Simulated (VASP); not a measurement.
# LaH3 in VASP: notebook

Runs on LaH3. Level: PBEsol. Tasks: single point.

Everything below comes from runs of VASP 6.6.1. Logs are shortened: lines on timing, memory, paths and dates and some standing lists are left out, and cuts for length are marked.

## Step 1: The cell of the first run

The structure is cubic, space group Fm-3m (No. 225). Conventional cell: a = 5.573 Å, b = 5.573 Å, c = 5.573 Å, α = 90.00°, β = 90.00°, γ = 90.00°. Within 3.2 Å of La (site symmetry m-3m) lie 14 H at 2.41 to 2.79 Å. Within 3.2 Å of H (site symmetry m-3m) lie 8 H at 2.41 Å and 6 La at 2.79 Å. Within 3.2 Å of H (site symmetry -43m) lie 4 La at 2.41 Å and 10 H at 2.41 to 2.79 Å.

## Step 2: Single point, PBEsol

Input file INCAR:

```
ALGO = Normal
EDIFF = 1E-7
ENCUT = 520
GGA = PS
ISIF = 2
ISMEAR = 1
LASPH = True
LCHARG = False
LREAL = False
LWAVE = False
NBANDS = 15
NELM = 80
PREC = Accurate
SIGMA = 0.1
```

Input file KPOINTS:

```
k-points
0
Gamma
  10 10 10
```

Input file POSCAR:

```
LaH3
1.0
    0.0000000000      2.7864790000      2.7864790000
    2.7864790000      0.0000000000      2.7864790000
    2.7864790000      2.7864790000      0.0000000000
La H
1 3
Direct
    0.0000000000      0.0000000000      0.0000000000
    0.5000000000      0.5000000000      0.5000000000
    0.7500000000      0.7500000000      0.7500000000
    0.2500000000      0.2500000000      0.2500000000
```

Potentials or basis: VASP PAW PBE potentials, release 64 (La, H).

Command:

```bash
$ cat potpaw_PBE.64/La/POTCAR potpaw_PBE.64/H/POTCAR > POTCAR
$ mpirun -np 1 vasp_std > vasp.out
```

OUTCAR:

```text
EDIFF = 1E-7
   ENCUT = 520
   GGA = PS
   ISIF = 2
   ISMEAR = 1
   LASPH = True
   LREAL = False
   NELM = 80
   PREC = Accurate

 ion  position               nearest neighbor table
   1  0.000  0.000  0.000-
   2  0.500  0.500  0.500-
   3  0.750  0.750  0.750-
   4  0.250  0.250  0.250-

  LATTYP: Found a face centered cubic cell.
 ALAT       =     5.5729580000

  Lattice vectors:

 A1 = (   0.0000000000,   2.7864790000,   2.7864790000)
 A2 = (   2.7864790000,   0.0000000000,   2.7864790000)
 A3 = (   2.7864790000,   2.7864790000,   0.0000000000)

Analysis of symmetry for initial positions (statically):
=====================================================================
 Subroutine PRICEL returns:
 Original cell was already a primitive cell.

 Routine SETGRP: Setting up the symmetry group for a
 face centered cubic supercell.

 Subroutine GETGRP returns: Found 48 space group operations
 (whereof 48 operations were pure point group operations)
 out of a pool of 48 trial point group operations.

The static configuration has the point symmetry O_h .

Analysis of symmetry for dynamics (positions and initial velocities):
=====================================================================
 Subroutine PRICEL returns:
 Original cell was already a primitive cell.

 Routine SETGRP: Setting up the symmetry group for a
 face centered cubic supercell.

 Subroutine GETGRP returns: Found 48 space group operations
 (whereof 48 operations were pure point group operations)
 out of a pool of 48 trial point group operations.

The dynamic configuration has the point symmetry O_h .

 Subroutine INISYM returns: Found 48 space group operations
 (whereof 48 operations are pure point group operations),
 and found     1 'primitive' translations

----------------------------------------------------------------------------------------

                                     Primitive cell

  volume of cell :      43.2710

  direct lattice vectors                    reciprocal lattice vectors
     0.000000000  2.786479000  2.786479000    -0.179437921  0.179437921  0.179437921
     2.786479000  0.000000000  2.786479000     0.179437921 -0.179437921  0.179437921
     2.786479000  2.786479000  0.000000000     0.179437921  0.179437921 -0.179437921

  length of vectors
     3.940676393  3.940676393  3.940676393     0.310795597  0.310795597  0.310795597

[... 91 lines left out ...]
   ISYM   =      2    0-nonsym 1-usesym 2-fastsym
   POTIM  = 0.5000    time-step for ionic-motion
   TEBEG  =    0.0;   TEEND  =   0.0 temperature during run
   PSTRESS=    0.0 pullay stress
   NELECT =      14.0000    total number of electrons
   NUPDOWN=      -1.0000    fix difference up-down
   EMIN   =  10.00;   EMAX   =-10.00  energy-range for DOS
   EFERMI =   0.00;   METHOD = LEGACY
   ISMEAR =     1;   SIGMA  =   0.10  broadening in eV -4-tet -1-fermi 0-gaus
   EFERMI_NEDOS =   21; number of points for ismear=-14 and -15
   IALGO  =     38    algorithm
   IMIX   =      4    mixing-type and parameters
     AMIX     =   0.40;   BMIX     =  1.00
     AMIX_MAG =   1.60;   BMIX_MAG =  1.00
  volume/ion in A,a.u.               =      10.82        73.00
  Fermi-wavevector in a.u.,A,eV,Ry     =   1.123876  2.123818 17.185482  1.263097
  Thomas-Fermi vector in A             =   2.260545
   LORBIT       =      0    0 simple, 1 ext, 2 COOP (PROOUT), +10 PAW based schemes
   GGA     = PS    functional components
   LHFCALC =     F    Hartree Fock is set to
   AEXX    =    0.0000 exact exchange contribution
   IVDW    =     0    specifies the selected vdW correction
   LEPSILON=     F    determine dielectric tensor
   LRPA    =     F    only Hartree local field effects (RPA)
 non-spin polarized calculation
 Methfessel and Paxton  Order N= 1 SIGMA  =   0.10
  energy-cutoff  :      520.00
  volume of cell :       43.27
 maximum number of plane-waves:      1211
 NGX is ok and might be reduce to    30
   NGX = 15   NGY = 15   NGZ = 15

 number of electron      13.9999998 magnetization

 Free energy of the ion-electron system (eV)
  ---------------------------------------------------
  ext. energy  EPLUGINS =         0.00000000
  ---------------------------------------------------
  free energy    TOTEN  =       -17.69068501 eV

  energy without entropy =      -17.69097756  energy(sigma->0) =      -17.69078253

 E-fermi :   7.7082     XC(G=0): -10.1892

 val. band max:        7.5631839825   @ k =   0.1000   0.0000   0.0000
 cond. band min:       7.7463324110   @ k =   0.5000   0.0000   0.0000
 fundamental gap:      0.1831484285
 Fermi energy:         7.7081628920

 k-point     1 :       0.0000    0.0000    0.0000
  band No.  band energies     occupation
      1     -25.6983      2.00000
      2      -8.9352      2.00000
      3      -8.9352      2.00000
      4      -8.9352      2.00000
      5      -0.4072      2.00000
      6       4.7149      2.00000
      7       7.9040     -0.01823
      8       7.9040     -0.01823
      9       7.9040     -0.01823
     10       8.1733     -0.00000
     11       8.9494     -0.00000
     12       8.9494     -0.00000
     13       8.9494     -0.00000
     14       9.5607     -0.00000
[... 401 lines left out ...]
      2      -9.8644      2.00000
      3      -9.2566      2.00000
      4      -9.2111      2.00000
      5       2.1312      2.00000
      6       2.4883      2.00000
      7       4.4504      2.00000
      8       8.8281     -0.00000
      9       8.8627     -0.00000
     10       9.1648     -0.00000
     11       9.2691     -0.00000
     12       9.3287     -0.00000
     13       9.3464     -0.00000
     14       9.5987     -0.00000
     15      10.5597      0.00000

 [... further k-points ...]
[... 5 lines left out ...]
  --------------------------------------------------------------------------------------
  -------------------------------------------------------------------------------------
  Total       -0.8776887     -0.8776887     -0.8776887     -0.0000000     -0.0000000      0.0000000
  in kB      -32.4977854    -32.4977854    -32.4977854     -0.0000000     -0.0000000      0.0000000
  external PRESSURE =     -32.4977854 kB  Pullay stress =       0.0000000 kB

 VOLUME and BASIS-vectors are now :
 -----------------------------------------------------------------------------
  energy-cutoff  :      520.00
  volume of cell :       43.27
      direct lattice vectors                 reciprocal lattice vectors
     0.000000000  2.786479000  2.786479000    -0.179437921  0.179437921  0.179437921
     2.786479000  0.000000000  2.786479000     0.179437921 -0.179437921  0.179437921
     2.786479000  2.786479000  0.000000000     0.179437921  0.179437921 -0.179437921

 POSITION                                       TOTAL-FORCE (eV/Angst)
 -----------------------------------------------------------------------------------
      0.00000      0.00000      0.00000        -0.000000     -0.000000     -0.000000
      2.78648      2.78648      2.78648        -0.000000     -0.000000     -0.000000
      4.17972      4.17972      4.17972         0.000000      0.000000     -0.000000
      1.39324      1.39324      1.39324         0.000000      0.000000      0.000000
 -----------------------------------------------------------------------------------
    total drift:                                0.000000     -0.000000     -0.000000

  FREE ENERGIE OF THE ION-ELECTRON SYSTEM (eV)
  ---------------------------------------------------
  free  energy   TOTEN  =       -17.6906850115 eV

  energy  without entropy=      -17.6909775574  energy(sigma->0) =      -17.69078253
```

Run time: 34 s. Hardware: 1 thread of Intel Xeon Platinum 8488C (Sapphire Rapids), shared host; peak memory 0.19 GiB.

What came out:

```yaml
Free_energy: -17.6907 eV
Pressure: -3.2 GPa
Band_gap_on_the_k_mesh: zero (band 7 reaches 7.90 eV, above the bottom of band 8 at 7.75 eV)
```

Caveat: the PAW data sets were made with another functional, which shifts forces and pressure a little; spin-orbit coupling is left out, which moves the levels of the heavy elements.

(Continued in part 2 of 2.)
